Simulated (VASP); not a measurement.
Write the native input for VASP 6.6.1 that does the following.

```yaml
Task: single point
Functional: LDA
Potentials_or_basis: VASP PAW LDA potentials, release 64 (Zn, Ge_d, P)
Cutoff: 500 eV
k_mesh: 6 × 6 × 6
Occupations: fermi-dirac, width 0.02 eV
Spin: no spin polarisation
Dipole_correction: no
Further_INCAR_settings: ALGO = Normal; EDIFF = 1e-06; NBANDS = 46
```

The structure of ZnGeP2 lies in POSCAR:

```
ZnGeP2
1.0
   -2.6871133730      2.6871133730      5.3126103183
    2.6871133730     -2.6871133730      5.3126103183
    2.6871133730      2.6871133730     -5.3126103183
Zn Ge P
2 2 4
Direct
    0.0000000000      0.0000000000      0.0000000000
    0.7500000000      0.2500000000      0.5000000000
    0.5000000000      0.5000000000      0.0000000000
    0.2500000000      0.7500000000      0.5000000000
    0.3750000000      0.3754170535      0.5004170535
    0.6245829465      0.1250000000      0.9995829465
    0.8750000000      0.8745829465      0.4995829465
    0.1254170535      0.6250000000      0.0004170535
```

These files were run (other wordings do the same):

INCAR

```
SYSTEM = ZnGeP2
PREC     = Accurate       ! precision mode
ENCUT    = 500            ! plane-wave cutoff, eV
EDIFF    = 1E-6           ! SCF threshold, eV
ISMEAR   = -1             ! smearing method
SIGMA    = 0.02           ! smearing width, eV
LREAL    = .FALSE.        ! projectors in reciprocal space
LASPH    = .TRUE.         ! aspherical terms in the spheres
NELM     = 120            ! most SCF steps
ALGO     = Normal         ! electronic algorithm
ISIF     = 2              ! what is computed and relaxed
LWAVE    = .FALSE.        ! write WAVECAR
LCHARG   = .FALSE.        ! write CHGCAR
GGA      = CA             ! functional
NBANDS   = 46             ! bands
GGA_COMPAT= .FALSE.
```

KPOINTS

```
Automatic mesh
0
G
  6 6 6
  0 0 0
```

Potentials or basis: VASP PAW LDA potentials, release 64 (Zn, Ge_d, P).

Launch:

```bash
$ cat potpaw_LDA.64/Zn/POTCAR potpaw_LDA.64/Ge_d/POTCAR potpaw_LDA.64/P/POTCAR > POTCAR
$ mpirun -np 1 vasp_std > vasp.out
```

It gave:

```json
{
 "Pressure": "0.1 GPa",
 "Largest force": "0.022 eV/Å",
 "Band gap on the k mesh": "1.07 eV (least direct gap 1.18 eV)"
}
```

Wall time 4.3 min on 1 thread of Intel(R) Xeon(R) Platinum 8259CL CPU @ 2.50GHz (Skylake/Cascade Lake) (shared host), peak memory 0.36 GiB.
